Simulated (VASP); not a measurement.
# BeCdF4 (C2) in VASP: further runs

The runs below take BeCdF4 through relaxation of cell and atoms, single point, with PBE.

All numbers are computed with VASP 6.6.1; they aren't measurements. Logs are shortened: lines on timing, memory, paths and dates and some standing lists are left out, and cuts for length are marked.

**1. The cell of the first run**

The structure is monoclinic, space group C2 (No. 5). Conventional cell: a = 10.735 Å, b = 5.035 Å, c = 6.526 Å, α = 90.00°, β = 110.89°, γ = 90.00°. Within 2.1 Å of Be (site symmetry 1) lie 4 F at 1.54 to 1.59 Å. Within 2.9 Å of Cd (site symmetry 1) lie 7 F at 2.16 to 2.87 Å. F (site symmetry 2) has 2 Be at 1.59 Å within 2.1 Å. Within 2.1 Å of F (site symmetry 1) lie 1 Be at 1.54 Å. F (site symmetry 1) has 1 Be at 1.58 Å within 2.1 Å. Within 2.2 Å of F (site symmetry 1) lie 1 Be at 1.54 Å and 1 Cd at 2.18 Å. Within 2.9 Å of F (site symmetry 2) lie 2 Cd at 2.16 Å and 4 F at 2.72 to 2.88 Å.

**2. Relaxation of cell and atoms, PBE**

Input file INCAR:

```
SYSTEM = BeCdF4
PREC = Accurate ; ENCUT = 600
EDIFF = 1E-7 ; ISMEAR = 0
SIGMA = 0.02 ; LREAL = .FALSE.
LASPH = .TRUE. ; NELM = 80
ALGO = Normal ; ISIF = 3
LWAVE = .FALSE. ; LCHARG = .FALSE.
GGA = PE ; IBRION = 2
NSW = 100 ; EDIFFG = -0.01
KPAR = 4
```

Input file KPOINTS:

```
regular mesh
0
G
  6 6 4
  0 0 0
```

Input file POSCAR:

```
BeCdF4
1.0
    5.3673790004     -2.5173147862      0.0000000000
    5.3673790004      2.5173147862      0.0000000000
   -2.3272012311      0.0000000000      6.0967214647
Be Cd F
2 2 8
Direct
    0.6142746808      0.1468521087      0.8129460468
    0.8531478913      0.3857253192      0.1870539532
    0.8991318222      0.4023164545      0.6991263590
    0.5976835455      0.1008681778      0.3008736410
    0.8769286502      0.1230713498      0.0000000000
    0.6210726119      0.4871104769      0.3201325329
    0.3582143095      0.2416116181      0.9235737302
    0.7318750989      0.8419066865      0.6657720313
    0.7583883819      0.6417856905      0.0764262698
    0.1580933135      0.2681249011      0.3342279687
    0.5128895231      0.3789273881      0.6798674671
    0.0201101375      0.9798898625      0.5000000000
```

Potentials or basis: VASP PAW PBE potentials, release 64 (Be, Cd, F).

Started as:

```bash
cat potpaw_PBE.64/Be/POTCAR potpaw_PBE.64/Cd/POTCAR potpaw_PBE.64/F/POTCAR > POTCAR
mpirun -np 4 vasp_std > vasp.out
```

OUTCAR:

```text
SYSTEM = BeCdF4
   PREC = Accurate
   ENCUT = 600
   EDIFF = 1E-7
   ISMEAR = 0
   LREAL = .FALSE.
   LASPH = .TRUE.
   NELM = 80
   ISIF = 3
   GGA = PE
   IBRION = 2
   NSW = 100
   EDIFFG = -0.01

 ion  position               nearest neighbor table
   1  0.614  0.147  0.813-   8 1.54  11 1.54   7 1.58   5 1.59
   2  0.853  0.386  0.187-  10 1.54   6 1.54   9 1.58   5 1.59
   3  0.899  0.402  0.699-  12 2.16   8 2.18   7 2.34  11 2.34   6 2.49   9 2.52   4 3.35
   4  0.598  0.101  0.301-  12 2.16  10 2.18   9 2.34   6 2.34  11 2.49   7 2.52   3 3.35
   5  0.877  0.123  0.000-   1 1.59   2 1.59
   6  0.621  0.487  0.320-   2 1.54   4 2.34   3 2.49
   7  0.358  0.242  0.924-   1 1.58   3 2.34   4 2.52
   8  0.732  0.842  0.666-   1 1.54   3 2.18
   9  0.758  0.642  0.076-   2 1.58   4 2.34   3 2.52
  10  0.158  0.268  0.334-   2 1.54   4 2.18
  11  0.513  0.379  0.680-   1 1.54   3 2.34   4 2.49
  12  0.020  0.980  0.500-   3 2.16   4 2.16

  LATTYP: Found a base centered monoclinic cell.
 ALAT       =    10.7347580008
 B/A-ratio  =     0.4690026149
 C/A-ratio  =     0.6079117608
 COS(beta)  =    -0.3566162544

  Lattice vectors:

 A1 = (   5.3673790004,  -2.5173147862,   0.0000000000)
 A2 = (   5.3673790004,   2.5173147862,   0.0000000000)
 A3 = (  -2.3272012311,   0.0000000000,   6.0967214647)

Analysis of symmetry for initial positions (statically):
=====================================================================
 Subroutine PRICEL returns:
 Original cell was already a primitive cell.

 Routine SETGRP: Setting up the symmetry group for a
 base centered monoclinic supercell.

 Subroutine GETGRP returns: Found  2 space group operations
 (whereof  2 operations were pure point group operations)
 out of a pool of  4 trial point group operations.

The static configuration has the point symmetry C_2 .

Analysis of symmetry for dynamics (positions and initial velocities):
=====================================================================
 Subroutine PRICEL returns:
 Original cell was already a primitive cell.

 Routine SETGRP: Setting up the symmetry group for a
 base centered monoclinic supercell.

 Subroutine GETGRP returns: Found  2 space group operations
 (whereof  2 operations were pure point group operations)
 out of a pool of  4 trial point group operations.

The dynamic configuration has the point symmetry C_2 .

 Subroutine INISYM returns: Found  2 space group operations
 (whereof  2 operations are pure point group operations),
 and found     1 'primitive' translations

----------------------------------------------------------------------------------------

                                     Primitive cell

  volume of cell :     164.7503

  direct lattice vectors                    reciprocal lattice vectors
     5.367379000 -2.517314786  0.000000000     0.093155337 -0.198624345  0.035558655
     5.367379000  2.517314786  0.000000000     0.093155337  0.198624345  0.035558655
    -2.327201231  0.000000000  6.096721465     0.000000000  0.000000000  0.164022583

  length of vectors
     5.928375078  5.928375078  6.525785638     0.222247531  0.222247531  0.164022583

  position of ions in fractional coordinates (direct lattice)
     0.614274681  0.146852109  0.812946047
     0.853147891  0.385725319  0.187053953
     0.899131822  0.402316455  0.699126359
     0.597683545  0.100868178  0.300873641
     0.876928650  0.123071350  0.000000000
     0.621072612  0.487110477  0.320132533
     0.358214309  0.241611618  0.923573730
     0.731875099  0.841906687  0.665772031
     0.758388382  0.641785691  0.076426270
     0.158093313  0.268124901  0.334227969
     0.512889523  0.378927388  0.679867467
     0.020110137  0.979889863  0.500000000

  ion indices of the primitive-cell ions
   primitive index   ion index
                 1           1
                 2           2
                 3           3
                 4           4
                 5           5
                 6           6
                 7           7
                 8           8
                 9           9
                10          10
                11          11
                12          12

----------------------------------------------------------------------------------------

 KPOINTS: regular mesh

Automatic generation of k-mesh.
 Grid dimensions read from file:
 generate k-points for:    6    6    4

 Generating k-lattice:

  Cartesian coordinates                     Fractional coordinates (reciprocal lattice)
     0.015525890 -0.033104057  0.005926442     0.166666667  0.000000000  0.000000000
     0.015525890  0.033104057  0.005926442     0.000000000  0.166666667  0.000000000
     0.000000000  0.000000000  0.041005646     0.000000000  0.000000000  0.250000000

  Length of vectors
     0.037041255  0.037041255  0.041005646

  Shift w.r.t. Gamma in fractional coordinates (k-lattice)
     0.000000000  0.000000000  0.000000000

 Subroutine IBZKPT returns following result:
 ===========================================

 Found     47 irreducible k-points:

 Following reciprocal coordinates:
            Coordinates               Weight
  0.000000  0.000000  0.000000      1.000000
  0.166667 -0.000000  0.000000      4.000000
  0.333333 -0.000000  0.000000      4.000000
  0.500000 -0.000000  0.000000      2.000000
  0.166667  0.166667 -0.000000      2.000000
  0.333333  0.166667  0.000000      4.000000
[... 16 lines left out ...]
 -0.333333  0.166667  0.250000      4.000000
 -0.166667  0.166667  0.250000      4.000000
 [... further k-points ...]
   k-points           NKPTS =     47   k-points in BZ     NKDIM =     47   number of bands    NBANDS=     50
   number of dos      NEDOS =    301   number of ions     NIONS =     12
   total plane-waves  NPLWV = 124416
   dimension x,y,z NGX =    48 NGY =   48 NGZ =   54
   dimension x,y,z NGXF=    96 NGYF=   96 NGZF=  108
   ions per type =               2   2   8
   NGX,Y,Z   is equivalent  to a cutoff of  13.46, 13.46, 13.76 a.u.
   NGXF,Y,Z  is equivalent  to a cutoff of  26.92, 26.92, 27.51 a.u.
 SYSTEM =  BeCdF4
   PREC   = accura    normal or accurate (medium, high low for compatibility)
   ISTART =      0    job   : 0-new  1-cont  2-samecut
   ICHARG =      2    charge: 1-file 2-atom 10-const
   ISPIN  =      1    spin polarized calculation?
   LNONCOLLINEAR =      F non collinear calculations
   LSORBIT =      F    spin-orbit coupling
   LASPH  =      T    aspherical Exc in radial PAW
   ENCUT  =  600.0 eV  44.10 Ry    6.64 a.u.  11.84 11.84 13.03*2*pi/ulx,y,z
   NELM   =     80;   NELMIN=  2; NELMDL= -5     # of ELM steps
   EDIFF  = 0.1E-06   stopping-criterion for ELM
   LREAL  =      F    real-space projection
   EDIFFG = -.1E-01   stopping-criterion for IOM
   NSW    =    100    number of steps for IOM
   IBRION =      2    ionic relax: 0-MD 1-quasi-New 2-CG
   NFREE  =      1    steps in history (QN), initial steepest desc. (CG)
   ISIF   =      3    stress and relaxation
   ISYM   =      2    0-nonsym 1-usesym 2-fastsym
   POTIM  = 0.5000    time-step for ionic-motion
   TEBEG  =    0.0;   TEEND  =   0.0 temperature during run
   PSTRESS=    0.0 pullay stress
   NELECT =      84.0000    total number of electrons
   NUPDOWN=      -1.0000    fix difference up-down
   EMIN   =  10.00;   EMAX   =-10.00  energy-range for DOS
   EFERMI =   0.00;   METHOD = LEGACY
   ISMEAR =     0;   SIGMA  =   0.02  broadening in eV -4-tet -1-fermi 0-gaus
   EFERMI_NEDOS =   21; number of points for ismear=-14 and -15
   IALGO  =     38    algorithm
   IMIX   =      4    mixing-type and parameters
     AMIX     =   0.40;   BMIX     =  1.00
     AMIX_MAG =   1.60;   BMIX_MAG =  1.00
  volume/ion in A,a.u.               =      13.73        92.65
  Fermi-wavevector in a.u.,A,eV,Ry     =   1.307854  2.471485 23.272516  1.710482
  Thomas-Fermi vector in A             =   2.438560
   LORBIT       =      0    0 simple, 1 ext, 2 COOP (PROOUT), +10 PAW based schemes
   GGA     = PE    functional components
   LHFCALC =     F    Hartree Fock is set to
   AEXX    =    0.0000 exact exchange contribution
   IVDW    =     0    specifies the selected vdW correction
   LEPSILON=     F    determine dielectric tensor
   LRPA    =     F    only Hartree local field effects (RPA)
 conjugate gradient relaxation of ions
 non-spin polarized calculation
 Gauss-broadening in eV      SIGMA  =   0.02
  energy-cutoff  :      600.00
  volume of cell :      164.75
 maximum number of plane-waves:      5522
   NGX = 23   NGY = 23   NGZ = 27

--------------------------------------- Ionic step        1  -------------------------------------------

 number of electron      84.0000000 magnetization

 Free energy of the ion-electron system (eV)
  ---------------------------------------------------
  ext. energy  EPLUGINS =         0.00000000
  ---------------------------------------------------
  free energy    TOTEN  =       -55.21122363 eV

  energy without entropy =      -55.21122363  energy(sigma->0) =      -55.21122363

------------------------ aborting loop because EDIFF is reached ----------------------------------------

  FORCE on cell =-STRESS in cart. coord.  units (eV):
  Direction    XX          YY          ZZ          XY          YZ          ZX
  --------------------------------------------------------------------------------------
  -------------------------------------------------------------------------------------
  Total        0.6041915      0.0694715      0.1165325      0.0000000      0.0000000      0.0615027
  in kB        5.8756925      0.6756018      1.1332649      0.0000000      0.0000000      0.5981066
  external PRESSURE =       2.5615197 kB  Pullay stress =       0.0000000 kB
[... 119 lines left out ...]
  FREE ENERGIE OF THE ION-ELECTRON SYSTEM (eV)
  ---------------------------------------------------
  free  energy   TOTEN  =       -55.2129241946 eV

  energy  without entropy=      -55.2129241946  energy(sigma->0) =      -55.21292419

[... ionic steps 4 to 20 ...]

--------------------------------------- Ionic step       21  -------------------------------------------

 number of electron      84.0000000 magnetization

------------------------ aborting loop because EDIFF is reached ----------------------------------------
[... 87 lines left out ...]
--------------------------------------- Ionic step       23  -------------------------------------------

 number of electron      84.0000000 magnetization

 Free energy of the ion-electron system (eV)
  ---------------------------------------------------
  ext. energy  EPLUGINS =         0.00000000
  ---------------------------------------------------
  free energy    TOTEN  =       -55.22120435 eV

  energy without entropy =      -55.22120435  energy(sigma->0) =      -55.22120435

 E-fermi :  -2.2133     XC(G=0):  -8.9858

 val. band max:       -2.3778135598   @ k =  -0.3333   0.1667  -0.0000
 cond. band min:       1.2866113264   @ k =   0.0000   0.0000   0.0000
 fundamental gap:      3.6644248862
 Fermi energy:        -2.2132763956

 k-point     1 :       0.0000    0.0000    0.0000
  band No.  band energies     occupation
      1     -24.1390      2.00000
      2     -23.4630      2.00000
      3     -23.3970      2.00000
      4     -23.1845      2.00000
      5     -23.1056      2.00000
      6     -22.9517      2.00000
[... 1261 lines left out ...]
     49       8.7404      0.00000
     50       9.2654      0.00000

 [... further k-points ...]

------------------------ aborting loop because EDIFF is reached ----------------------------------------

  FORCE on cell =-STRESS in cart. coord.  units (eV):
  Direction    XX          YY          ZZ          XY          YZ          ZX
  --------------------------------------------------------------------------------------
  -------------------------------------------------------------------------------------
  Total        0.0061181     -0.0072380      0.0070938      0.0000000      0.0000000     -0.0022934
  in kB        0.0604325     -0.0714945      0.0700694      0.0000000      0.0000000     -0.0226535
  external PRESSURE =       0.0196691 kB  Pullay stress =       0.0000000 kB
[... 27 lines left out ...]
  FREE ENERGIE OF THE ION-ELECTRON SYSTEM (eV)
  ---------------------------------------------------
  free  energy   TOTEN  =       -55.2212043507 eV

  energy  without entropy=      -55.2212043507  energy(sigma->0) =      -55.22120435

 reached required accuracy - stopping structural energy minimisation
```

Run time: 52 min. Hardware: 4 MPI ranks of Intel Xeon Platinum 8488C (Sapphire Rapids), shared host; peak memory 0.63 GiB.

What came out:

```yaml
Free_energy: -55.2212 eV
Relaxed_volume: 13.52 Å³/atom
Relaxed_cell: a = 5.996 Å, b = 5.996 Å, c = 6.468 Å, α = 109.16°, β = 109.16°, γ = 48.39°
Space_group_after_relaxing_to_0.1_Å: C2 (No. 5)
Energy_gained_by_relaxing: 0.8 meV/atom
Ionic_steps: 23
Pressure_after_relaxing: 0.0 GPa
Largest_force_after_relaxing: 0.008 eV/Å
Band_gap_on_the_k_mesh: 3.66 eV (least direct gap 3.70 eV)
```

Forces in eV/Å, atoms in the order of the input:
```
Be   0.002 -0.003 -0.007
Be  -0.002 -0.003  0.007
Cd   0.000  0.000  0.003
Cd   0.000  0.000 -0.003
F    0.000  0.000  0.000
F    0.000  0.000 -0.001
F   -0.002  0.002 -0.002
F    0.002  0.002 -0.004
F    0.002  0.002  0.002
F   -0.002  0.002  0.004
F    0.000  0.000  0.001
F    0.000 -0.004  0.000
```

The path:
```tsv
step	energy change (eV)	largest force (eV/Å)	pressure (GPa)	volume (Å³)
1	0.0000	0.1177	0.26	164.75
2	-0.0017	0.0343	-0.15	165.27
3	-0.0017	0.0359	-0.18	165.31
4	-0.0027	0.0298	-0.14	165.13
5	-0.0035	0.0756	-0.06	164.83
6	-0.0043	0.0556	-0.06	164.64
7	-0.0054	0.0837	-0.05	164.08
8	-0.0061	0.0662	-0.02	163.84
9	-0.0070	0.0484	0.06	163.10
10	-0.0078	0.0422	0.02	163.04
11	-0.0084	0.0468	-0.06	162.92
12	-0.0084	0.0517	-0.08	162.89
13	-0.0089	0.0261	-0.02	162.62
14	-0.0089	0.0297	-0.01	162.55
15	-0.0093	0.0235	0.04	162.41
16	-0.0094	0.0302	0.10	162.18
17	-0.0097	0.0202	-0.01	162.30
18	-0.0097	0.0246	-0.06	162.35
19	-0.0099	0.0128	-0.02	162.29
20	-0.0099	0.0118	-0.02	162.28
21	-0.0099	0.0119	0.00	162.23
22	-0.0100	0.0153	0.01	162.22
23	-0.0100	0.0079	0.00	162.20
```

Final structure:
```
Be Cd F
1.0
     5.46897   -2.45709    0.01990
     5.46897    2.45709    0.01990
    -2.34875    0.00000    6.02678
Be Cd F
2 2 8
Direct
  0.61611 0.14823 0.81293
  0.85177 0.38389 0.18707
  0.89529 0.40343 0.69889
  0.59657 0.10471 0.30111
  0.88289 0.11711 0.00000
  0.61398 0.49340 0.31951
  0.36182 0.24378 0.92815
  0.73596 0.84180 0.66175
  0.75622 0.63818 0.07185
  0.15820 0.26404 0.33825
  0.50660 0.38602 0.68049
  0.02640 0.97360 0.50000
```

**3. Single point, PBE**

This run uses another cell than the first one, of 13.70 Å³/atom.

Input file INCAR:

```
SYSTEM = BeCdF4
  PREC = Accurate
  ENCUT = 520
  EDIFF = 1E-7
  ISMEAR = 0
  SIGMA = 0.02
  LREAL = .False.
  LASPH = .True.
  NELM = 100
  ALGO = Normal
  ISIF = 2
  LWAVE = .False.
  LCHARG = .False.
  GGA = PE
  NBANDS = 54
```

Input file KPOINTS:

```
regular mesh
0
Gamma
  6 6 4
  0 0 0
```

Input file POSCAR:

```
BeCdF4
1.0
    5.4238498237     -2.4921685443     -0.0034431877
    5.4238498237      2.4921685443     -0.0034431877
   -2.3555970507      0.0000000000      6.0825828718
Be Cd F
2 2 8
Direct
    0.6145309006      0.1469096720      0.8127321226
    0.8530903280      0.3854690994      0.1872678774
    0.8954329015      0.4030852414      0.7005448236
    0.5969147586      0.1045670985      0.2994551764
    0.8778459286      0.1221540714      0.0000000000
    0.6201435015      0.4897796241      0.3205818867
    0.3596632699      0.2427512021      0.9251032182
    0.7357322857      0.8395380144      0.6665519126
    0.7572487979      0.6403367301      0.0748967818
    0.1604619856      0.2642677143      0.3334480874
    0.5102203759      0.3798564985      0.6794181133
    0.0205249324      0.9794750676      0.5000000000
```

Potentials or basis: VASP PAW PBE potentials, release 64 (Be, Cd, F).

Started as:

```bash
cat potpaw_PBE.64/Be/POTCAR potpaw_PBE.64/Cd/POTCAR potpaw_PBE.64/F/POTCAR > POTCAR
mpirun -np 1 vasp_std > vasp.out
```

Run time: 9.2 min. Hardware: 1 thread of AMD EPYC 7R13, shared host; peak memory 0.5 GiB.

The run converged. Its results:

```
Free energy            : -55.1983 eV
Pressure               : 0.3 GPa
Largest force          : 0.137 eV/Å
Band gap on the k mesh : 3.74 eV (least direct gap 3.77 eV)
```

Forces on the atoms (eV/Å):
```
Be  -0.002 -0.013 -0.011
Be   0.002 -0.013  0.011
Cd   0.035  0.017  0.061
Cd  -0.035  0.017 -0.061
F    0.000 -0.016  0.000
F   -0.001  0.039  0.003
F   -0.020  0.011  0.025
F    0.032  0.023 -0.021
F    0.020  0.011 -0.025
F   -0.032  0.023  0.021
F    0.001  0.039 -0.003
F    0.000 -0.137  0.000
```

Stress tensor (GPa, compression positive):
```
0.48 0.00 0.14
0.00 0.27 0.00
0.14 0.00 0.26
```

Levels at points of the mesh, in eV from the valence-band top:
```csv
k point,band 39,band 40,band 41,band 42,band 43,band 44,band 45,band 46
"(0.00, 0.00, 0.00)",-1.00,-0.56,-0.12,-0.03,3.74,6.74,9.42,10.31
"(0.50, 0.00, 0.00)",-0.94,-0.49,-0.24,0.00,5.23,6.06,8.70,9.85
"(0.50, 0.50, 0.00)",-0.99,-0.47,-0.10,-0.09,5.25,5.83,8.89,9.30
"(0.00, 0.00, 0.50)",-0.85,-0.50,-0.11,-0.08,5.13,5.21,9.41,9.65
"(0.50, 0.00, 0.50)",-0.84,-0.46,-0.26,-0.02,5.60,6.05,8.44,9.20
"(0.50, 0.50, 0.50)",-0.96,-0.44,-0.14,-0.11,5.10,6.29,8.18,9.33
```

A k mesh can miss the band edges.
